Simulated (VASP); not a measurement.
# BN (F-43m) in VASP: further runs, part 2 of 2

VASP 6.6.1. Earlier steps stand in the parts before.

**3. Relaxation of cell and atoms, PBE, target pressure 51.9 GPa, at which the enthalpy is minimised**

This run uses another cell than the first one, of 5.91 Å³/atom.

File INCAR:

```
PREC = Accurate
ENCUT = 600
EDIFF = 1E-7
ISMEAR = 0
SIGMA = 0.1
LREAL = False
LASPH = True
NELM = 120
ALGO = Normal
ISIF = 3
LWAVE = False
LCHARG = False
GGA = PE
IBRION = 2
NSW = 80
EDIFFG = -0.05
PSTRESS = 519.0
GGA_COMPAT = False
NELMIN = 4
```

File KPOINTS:

```
Automatic mesh
0
Gamma
  10 10 10
```

File POSCAR:

```
BN
1.0
    0.0000000000      1.8075000000      1.8075000000
    1.8075000000      0.0000000000      1.8075000000
    1.8075000000      1.8075000000      0.0000000000
B N
1 1
Direct
    0.0000000000      0.0000000000      0.0000000000
    0.2500000000      0.2500000000      0.2500000000
```

Potentials or basis: VASP PAW PBE potentials, release 64 (B, N).

Run with:

```
cat potpaw_PBE.64/B/POTCAR potpaw_PBE.64/N/POTCAR > POTCAR
mpirun -np 1 vasp_std > vasp.out
```

OUTCAR:

```text
PREC = Accurate
   ENCUT = 600
   EDIFF = 1E-7
   ISMEAR = 0
   LREAL = False
   LASPH = True
   NELM = 120
   ISIF = 3
   GGA = PE
   IBRION = 2
   NSW = 80
   EDIFFG = -0.05
   PSTRESS = 519.0
   NELMIN = 4

 ion  position               nearest neighbor table
   1  0.000  0.000  0.000-   2 1.57   2 1.57   2 1.57   2 1.57
   2  0.250  0.250  0.250-   1 1.57   1 1.57   1 1.57   1 1.57

  LATTYP: Found a face centered cubic cell.
 ALAT       =     3.6150000000

  Lattice vectors:

 A1 = (   0.0000000000,   1.8075000000,   1.8075000000)
 A2 = (   1.8075000000,   0.0000000000,   1.8075000000)
 A3 = (   1.8075000000,   1.8075000000,   0.0000000000)

Analysis of symmetry for initial positions (statically):
=====================================================================
 Subroutine PRICEL returns:
 Original cell was already a primitive cell.

 Routine SETGRP: Setting up the symmetry group for a
[... 213 lines left out ...]
 fundamental gap:      4.7007957613
 Fermi energy:        11.5977128237

 k-point     1 :       0.0000    0.0000    0.0000
  band No.  band energies     occupation
      1     -12.5239      2.00000
      2      11.1617      2.00000
      3      11.1617      2.00000
      4      11.1617      2.00000
      5      21.2842      0.00000
      6      21.2842      0.00000
      7      21.2842      0.00000
      8      26.3209      0.00000
[... 328 lines left out ...]
--------------------------------------- Ionic step        4  -------------------------------------------

 number of electron       8.0000001 magnetization

 Free energy of the ion-electron system (eV)
  ---------------------------------------------------
  ext. energy  EPLUGINS =         0.00000000
  ---------------------------------------------------
  free energy    TOTEN  =       -17.26801359 eV

  energy without entropy =      -17.26801359  energy(sigma->0) =      -17.26801359

 E-fermi :   9.1592     XC(G=0): -13.3452

 val. band max:        8.7439798055   @ k =   0.0000   0.0000   0.0000
 cond. band min:      13.3066614776   @ k =   0.5000   0.5000   0.0000
 fundamental gap:      4.5626816721
 Fermi energy:         9.1592479933

 k-point     1 :       0.0000    0.0000    0.0000
  band No.  band energies     occupation
      1     -12.7240      2.00000
      2       8.7440      2.00000
      3       8.7440      2.00000
      4       8.7440      2.00000
      5      18.0618      0.00000
      6      18.0618      0.00000
      7      18.0618      0.00000
      8      20.8461      0.00000
[... 286 lines left out ...]
  energy  without entropy=      -17.2680135890  energy(sigma->0) =      -17.26801359

  enthalpy is  TOTEN    =       -13.8213521280 eV   P V=        3.4466614610

 reached required accuracy - stopping structural energy minimisation
```

CONTCAR:

```text
BN
   1.00000000000000
    -0.0000000000000000    1.7457040480977388    1.7457040480977388
     1.7457040480977388    0.0000000000000000    1.7457040480977388
     1.7457040480977388    1.7457040480977388    0.0000000000000000
  B               N
     1     1
Direct
     1.0000000000000000    0.0000000000000000    1.0000000000000000
     0.2500000000000000    0.2500000000000000    0.2500000000000000

  0.00000000E+00  0.00000000E+00  0.00000000E+00
  0.00000000E+00  0.00000000E+00  0.00000000E+00
```

It took 6.5 s on 1 thread of Intel Xeon 6975P-C (Granite Rapids), shared host; peak memory 0.12 GiB.

Results:

| Quantity | Value |
| --- | --- |
| Free energy | -17.2680 eV |
| Relaxed volume | 5.32 Å³/atom |
| Relaxed cell | a = 2.469 Å, b = 2.469 Å, c = 2.469 Å, α = 60.00°, β = 60.00°, γ = 60.00° |
| Space group after relaxing (to 0.1 Å) | F-43m (No. 216) |
| Energy change on relaxing (the run minimises the enthalpy) | +92.7 meV/atom |
| Ionic steps | 4 |
| Pressure after relaxing | 51.5 GPa |
| Band gap on the k mesh | 4.56 eV (least direct gap 9.32 eV) |

Step by step:
```
step  energy change (eV)  largest force (eV/Å)  pressure (GPa)  volume (Å³)
   1              0.0000                0.0000            3.01        11.81
   2              1.2771                0.0000          174.60         8.99
   3              0.1705                0.0000           49.09        10.69
   4              0.1854                0.0000           51.54        10.64
```

Final structure:
```cif
data_structure
_symmetry_space_group_name_H-M 'P 1'
_symmetry_Int_Tables_number 1
_cell_length_a 2.4688
_cell_length_b 2.4688
_cell_length_c 2.4688
_cell_angle_alpha 60.000
_cell_angle_beta 60.000
_cell_angle_gamma 60.000
_cell_volume 10.64
loop_
_atom_site_label
_atom_site_type_symbol
_atom_site_fract_x
_atom_site_fract_y
_atom_site_fract_z
_atom_site_occupancy
B1 B 0.00000 0.00000 0.00000 1
N1 N 0.25000 0.25000 0.25000 1
```

Caveat: the cell is relaxed towards a set pressure, so the run minimises the enthalpy, not the energy. A k mesh can miss the band edges.
